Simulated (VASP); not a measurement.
# TiO2 (I4_1/amd) in VASP: notebook

TiO2 is run at these levels: PBE+U; tasks: single point.

Everything below comes from runs of VASP 6.6.1. Logs are shortened: lines on timing, memory, paths and dates and some standing lists are left out, and cuts for length are marked.

### 1 The cell of the first run

Symmetry: I4_1/amd, No. 141, tetragonal system. The conventional cell has a = 3.820 Å, b = 3.820 Å, c = 9.757 Å, α = 90.00°, β = 90.00°, γ = 90.00°. Within 2.6 Å of Ti (site symmetry -4m2) lie 6 O at 1.96 to 2.00 Å. Within 2.6 Å of O (site symmetry 2mm) lie 3 Ti at 1.96 to 2.00 Å and 2 O at 2.47 Å.

### 2 Single point, PBE+U

File INCAR:

```
PREC = Accurate
ENCUT = 600
EDIFF = 1E-6
ISMEAR = 0
SIGMA = 0.1
LREAL = F
LASPH = T
NELM = 200
ALGO = Normal
ISIF = 2
LWAVE = F
LCHARG = F
LMAXMIX = 4
LDAU = T
LDAUTYPE = 2
LDAUL = 2 -1
LDAUU = 4 0
LDAUJ = 0 0
LDAUPRINT = 1
GGA = PE
NBANDS = 33
GGA_COMPAT = F
```

File KPOINTS:

```
Automatic mesh
0
Gamma
  8 8 8
```

File POSCAR:

```
TiO2
1.0
   -1.9102064045      1.9102064045      4.8784761370
    1.9102064045     -1.9102064045      4.8784761370
    1.9102064045      1.9102064045     -4.8784761370
Ti O
2 4
Direct
    0.0000000000      0.0000000000      0.0000000000
    0.7500000000      0.2500000000      0.5000000000
    0.2054627606      0.2054627606      0.0000000000
    0.9554627606      0.4554627606      0.5000000000
    0.5445372394      0.0445372394      0.5000000000
    0.7945372394      0.7945372394      0.0000000000
```

Potentials or basis: VASP PAW PBE potentials, release 64 (Ti_sv, O).

Launch:

```console
$ cat potpaw_PBE.64/Ti_sv/POTCAR potpaw_PBE.64/O/POTCAR > POTCAR
$ mpirun -np 1 vasp_std > vasp.out
```

OUTCAR:

```text
PREC = Accurate
   ENCUT = 600
   EDIFF = 1E-6
   ISMEAR = 0
   LREAL = F
   LASPH = T
   NELM = 200
   ISIF = 2
   GGA = PE

 ion  position               nearest neighbor table
   1  0.000  0.000  0.000-   5 1.96   4 1.96   5 1.96   4 1.96   3 2.00   6 2.00
   2  0.750  0.250  0.500-   6 1.96   3 1.96   6 1.96   3 1.96   4 2.00   5 2.00
   3  0.205  0.205  0.000-   2 1.96   2 1.96   1 2.00
   4  0.955  0.455  0.500-   1 1.96   1 1.96   2 2.00
   5  0.545  0.045  0.500-   1 1.96   1 1.96   2 2.00
   6  0.795  0.795  0.000-   2 1.96   2 1.96   1 2.00

  LATTYP: Found a body centered tetragonal cell.
 ALAT       =     3.8204128090
 C/A-ratio  =     2.5539000003

  Lattice vectors:

 A1 = (  -1.9102064045,   1.9102064045,   4.8784761370)
 A2 = (   1.9102064045,  -1.9102064045,   4.8784761370)
 A3 = (   1.9102064045,   1.9102064045,  -4.8784761370)

Analysis of symmetry for initial positions (statically):
=====================================================================
 Subroutine PRICEL returns:
 Original cell was already a primitive cell.

 Routine SETGRP: Setting up the symmetry group for a
 body centered tetragonal supercell.

 Subroutine GETGRP returns: Found 16 space group operations
 (whereof  8 operations were pure point group operations)
 out of a pool of 16 trial point group operations.

The static configuration has the point symmetry D_2d.
 The point group associated with its full space group is D_4h.

Analysis of symmetry for dynamics (positions and initial velocities):
=====================================================================
 Subroutine PRICEL returns:
 Original cell was already a primitive cell.

 Routine SETGRP: Setting up the symmetry group for a
 body centered tetragonal supercell.

 Subroutine GETGRP returns: Found 16 space group operations
 (whereof  8 operations were pure point group operations)
 out of a pool of 16 trial point group operations.

The dynamic configuration has the point symmetry D_2d.
 The point group associated with its full space group is D_4h.

 Subroutine INISYM returns: Found 16 space group operations
[... 196 lines left out ...]
 -0.0000  0.0999  0.0000 -0.0000  0.0000
 -0.0000  0.0000  0.2454  0.0000 -0.0000
 -0.0000 -0.0000  0.0000  0.0999 -0.0000
  0.0000  0.0000 -0.0000 -0.0000  0.2451

 occupancies and eigenvectors

  o =  0.0999  v =  0.0000 -0.3947  0.0000 -0.9188 -0.0000  0.0000  0.0000  0.0000  0.0000  0.0000      0.0000  0.0000  0.0000  0.0000  0.0000  0.0000  0.0000  0.0000  0.0000  0.0000
  o =  0.0999  v =  0.0000  0.0000  0.0000  0.0000  0.0000  0.0000 -0.3947  0.0000 -0.9188 -0.0000      0.0000  0.0000  0.0000  0.0000  0.0000  0.0000  0.0000  0.0000  0.0000  0.0000
  o =  0.0999  v =  0.0000  0.9188  0.0000 -0.3947 -0.0000  0.0000  0.0000  0.0000  0.0000  0.0000      0.0000  0.0000  0.0000  0.0000  0.0000  0.0000  0.0000  0.0000  0.0000  0.0000
  o =  0.0999  v =  0.0000  0.0000  0.0000  0.0000  0.0000  0.0000  0.9188  0.0000 -0.3947 -0.0000      0.0000  0.0000  0.0000  0.0000  0.0000  0.0000  0.0000  0.0000  0.0000  0.0000
  o =  0.1035  v =  0.0000  0.0000  0.0000  0.0000  0.0000  1.0000  0.0000  0.0000  0.0000  0.0000      0.0000  0.0000  0.0000  0.0000  0.0000  0.0000  0.0000  0.0000  0.0000  0.0000
  o =  0.1035  v =  1.0000  0.0000  0.0000  0.0000  0.0000  0.0000  0.0000  0.0000  0.0000  0.0000      0.0000  0.0000  0.0000  0.0000  0.0000  0.0000  0.0000  0.0000  0.0000  0.0000
  o =  0.2451  v =  0.0000  0.0000 -0.0000 -0.0000  1.0000  0.0000  0.0000  0.0000  0.0000  0.0000      0.0000  0.0000  0.0000  0.0000  0.0000  0.0000  0.0000  0.0000  0.0000  0.0000
  o =  0.2451  v =  0.0000  0.0000  0.0000  0.0000  0.0000  0.0000  0.0000 -0.0000 -0.0000  1.0000      0.0000  0.0000  0.0000  0.0000  0.0000  0.0000  0.0000  0.0000  0.0000  0.0000
  o =  0.2454  v =  0.0000  0.0000  0.0000  0.0000  0.0000  0.0000 -0.0000  1.0000  0.0000  0.0000      0.0000  0.0000  0.0000  0.0000  0.0000  0.0000  0.0000  0.0000  0.0000  0.0000
  o =  0.2454  v =  0.0000 -0.0000  1.0000  0.0000  0.0000  0.0000  0.0000  0.0000  0.0000  0.0000      0.0000  0.0000  0.0000  0.0000  0.0000  0.0000  0.0000  0.0000  0.0000  0.0000

 number of electron      47.9999998 magnetization

 Free energy of the ion-electron system (eV)
  ---------------------------------------------------
  ext. energy  EPLUGINS =         0.00000000
  ---------------------------------------------------
  free energy    TOTEN  =       -48.50991466 eV

  energy without entropy =      -48.50991466  energy(sigma->0) =      -48.50991466

 E-fermi :   3.6512     XC(G=0): -10.5177

 val. band max:        3.2000290800   @ k =  -0.3750   0.3750   0.0000
 cond. band min:       5.8806226837   @ k =   0.0000   0.0000   0.0000
 fundamental gap:      2.6805936037
 Fermi energy:         3.6512164208

 k-point     1 :       0.0000    0.0000    0.0000
  band No.  band energies     occupation
      1     -54.2926      2.00000
      2     -54.2476      2.00000
      3     -30.6436      2.00000
      4     -30.4468      2.00000
      5     -30.4468      2.00000
      6     -30.3921      2.00000
[... 853 lines left out ...]
     32       9.5629      0.00000
     33      10.0677      0.00000

 [... further k-points ...]

------------------------ aborting loop because EDIFF is reached ----------------------------------------

  FORCE on cell =-STRESS in cart. coord.  units (eV):
  Direction    XX          YY          ZZ          XY          YZ          ZX
  --------------------------------------------------------------------------------------
  -------------------------------------------------------------------------------------
  Total        1.8802952      1.8802952      1.6464162      0.0000000      0.0000000      0.0000000
  in kB       42.3089121     42.3089121     37.0463506      0.0000000      0.0000000      0.0000000
  external PRESSURE =      40.5547249 kB  Pullay stress =       0.0000000 kB

 VOLUME and BASIS-vectors are now :
 -----------------------------------------------------------------------------
  energy-cutoff  :      600.00
  volume of cell :       71.20
      direct lattice vectors                 reciprocal lattice vectors
    -1.910206405  1.910206405  4.878476137     0.000000000  0.261751818  0.102491021
     1.910206405 -1.910206405  4.878476137     0.261751818  0.000000000  0.102491021
     1.910206405  1.910206405 -4.878476137     0.261751818  0.261751818  0.000000000

 POSITION                                       TOTAL-FORCE (eV/Angst)
 -----------------------------------------------------------------------------------
      0.00000      0.00000      0.00000        -0.000000     -0.000000     -0.000000
      0.00000      1.91021      2.43924        -0.000000     -0.000000     -0.000000
      0.00000      0.00000      2.00469         0.000000     -0.000000      0.158730
      0.00000      1.91021      4.44393        -0.000000      0.000000      0.158730
      0.00000      1.91021      0.43455        -0.000000      0.000000     -0.158730
      0.00000      0.00000      7.75226         0.000000     -0.000000     -0.158730
 -----------------------------------------------------------------------------------
    total drift:                                0.000000      0.000000     -0.000000

  FREE ENERGIE OF THE ION-ELECTRON SYSTEM (eV)
  ---------------------------------------------------
  free  energy   TOTEN  =       -48.5099146606 eV

  energy  without entropy=      -48.5099146606  energy(sigma->0) =      -48.50991466
```

OSZICAR:

```text
N       E                     dE             d eps       ncg     rms          rms(c)
DAV:   1     0.708320532855E+03    0.70832E+03   -0.26089E+04  3894   0.184E+03
DAV:   2     0.403905541493E+02   -0.66793E+03   -0.62449E+03  4266   0.537E+02
DAV:   3    -0.626716428135E+02   -0.10306E+03   -0.10141E+03  5368   0.199E+02
DAV:   4    -0.677972428796E+02   -0.51256E+01   -0.51138E+01  5940   0.436E+01
DAV:   5    -0.679971269299E+02   -0.19988E+00   -0.19984E+00  5098   0.667E+00    0.313E+01
DAV:   6    -0.480105638588E+02    0.19987E+02   -0.84729E+01  5522   0.894E+01    0.929E+00
DAV:   7    -0.485945702266E+02   -0.58401E+00   -0.12879E+01  5212   0.244E+01    0.766E+00
DAV:   8    -0.484804409897E+02    0.11413E+00   -0.63246E-01  5353   0.682E+00    0.455E+00
DAV:   9    -0.485116578779E+02   -0.31217E-01   -0.49380E-01  5219   0.567E+00    0.112E+00
DAV:  10    -0.485147900521E+02   -0.31322E-02   -0.62359E-02  5671   0.201E+00    0.739E-01
DAV:  11    -0.485101056940E+02    0.46844E-02   -0.16494E-02  4868   0.147E+00    0.135E-01
DAV:  12    -0.485099445712E+02    0.16112E-03   -0.19036E-03  4910   0.329E-01    0.870E-02
DAV:  13    -0.485099325136E+02    0.12058E-04   -0.55463E-04  5028   0.175E-01    0.385E-02
DAV:  14    -0.485099174962E+02    0.15017E-04   -0.13442E-04  5296   0.108E-01    0.246E-02
DAV:  15    -0.485099144178E+02    0.30785E-05   -0.22883E-05  5113   0.548E-02    0.293E-03
DAV:  16    -0.485099146606E+02   -0.24287E-06   -0.13646E-06  3307   0.126E-02
   1 F= -.48509915E+02 E0= -.48509915E+02  d E =-.909858E-12
```

stdout:

```text
POSCAR found type information on POSCAR TiO
 POSCAR found :  2 types and       6 ions
 scaLAPACK will be used
 LDA part: xc-table for (Slater+PW92), standard interpolation
 POSCAR, INCAR and KPOINTS ok, starting setup
 FFT: planning ... GRIDC
 FFT: planning ... GRID_SOFT
 FFT: planning ... GRID
 WAVECAR not read
 entering main loop
```

Wall time 6.9 min (1 thread of Oxide Virtual Turin-like, shared host); peak memory 0.36 GiB.

What came out:

```yaml
Free_energy: -48.5099 eV
Pressure: 4.1 GPa
Largest_force: 0.159 eV/Å
Band_gap_on_the_k_mesh: 2.68 eV (least direct gap 2.95 eV)
```

Forces in eV/Å, atoms in the order of the input:
```
Ti   0.000  0.000  0.000
Ti   0.000  0.000  0.000
O    0.000  0.000  0.159
O    0.000  0.000  0.159
O    0.000  0.000 -0.159
O    0.000  0.000 -0.159
```

Eigenvalues of the final occupation matrices:
```
    site  spin  trace               eigenvalues
site 1 d     1   0.79  0.10 0.10 0.10 0.25 0.25
site 1 d     2   0.79  0.10 0.10 0.10 0.25 0.25
site 2 d     1   0.79  0.10 0.10 0.10 0.25 0.25
site 2 d     2   0.79  0.10 0.10 0.10 0.25 0.25
```

Caveat: the cell stands under pressure.

### 3 Single point, PBE+U

File INCAR:

```
SYSTEM = TiO2
  PREC = Accurate
  ENCUT = 600
  EDIFF = 1E-6
  ISMEAR = 0
  SIGMA = 0.02
  LREAL = .False.
  LASPH = .True.
  NELM = 200
  ALGO = Normal
  ISIF = 2
  LWAVE = .False.
  LCHARG = .False.
  LMAXMIX = 4
  LDAU = .True.
  LDAUTYPE = 2
  LDAUL = 2 -1
  LDAUU = 4 0
  LDAUJ = 0 0
  LDAUPRINT = 1
  GGA = PE
  NBANDS = 33
  GGA_COMPAT = .False.
```

File KPOINTS:

```
regular mesh
0
Gamma
  8 8 8
  0 0 0
```

File POSCAR:

```
TiO2
1.0
   -1.9088507715      1.9088507715      4.8887928505
    1.9088507715     -1.9088507715      4.8887928505
    1.9088507715      1.9088507715     -4.8887928505
Ti O
2 4
Direct
    0.0000000000      0.0000000000      0.0000000000
    0.7500000000      0.2500000000      0.5000000000
    0.2052682436      0.2052682436      0.0000000000
    0.9552682436      0.4552682436      0.5000000000
    0.5447317564      0.0447317564      0.5000000000
    0.7947317564      0.7947317564      0.0000000000
```

Potentials or basis: VASP PAW PBE potentials, release 64 (Ti_sv, O).

Launch:

```console
$ cat potpaw_PBE.64/Ti_sv/POTCAR potpaw_PBE.64/O/POTCAR > POTCAR
$ mpirun -np 1 vasp_std > vasp.out
```

It took 6.2 min on 1 thread of Oxide Virtual Turin-like, shared host; peak memory 0.36 GiB.

The run converged. Its results:

```yaml
Free_energy: -48.5095 eV
Pressure: 4.0 GPa
Largest_force: 0.149 eV/Å
Band_gap_on_the_k_mesh: 2.69 eV (least direct gap 2.96 eV)
```

Forces in eV/Å, atoms in the order of the input:
```
Ti   0.000  0.000  0.000
Ti   0.000  0.000  0.000
O    0.000  0.000  0.149
O    0.000  0.000  0.149
O    0.000  0.000 -0.149
O    0.000  0.000 -0.149
```

Stress tensor (GPa, compression positive):
```
4.28 0.00 0.00
0.00 4.28 0.00
0.00 0.00 3.35
```

Levels at points of the mesh, in eV from the valence-band top:
```
           k point  band 21  band 22  band 23  band 24  band 25  band 26  band 27  band 28
(0.00, 0.00, 0.00)    -0.74    -0.74    -0.36    -0.36     2.69     3.36     4.42     4.42
(0.50, 0.00, 0.00)    -1.71    -0.86    -0.81    -0.65     3.70     3.88     3.99     4.01
(0.50, 0.50, 0.00)    -1.88    -1.88    -0.04    -0.04     3.71     3.71     4.12     4.12
(0.50, 0.50, 0.50)    -1.21    -1.21    -0.07    -0.07     3.01     3.01     4.23     4.23
```

Eigenvalues of the final occupation matrices:
```tsv
site	spin	trace	eigenvalues
site 1 d	1	0.79	0.10 0.10 0.10 0.24 0.25
site 1 d	2	0.79	0.10 0.10 0.10 0.24 0.25
site 2 d	1	0.79	0.10 0.10 0.10 0.24 0.25
site 2 d	2	0.79	0.10 0.10 0.10 0.24 0.25
```

Caveat: the cell stands under pressure.
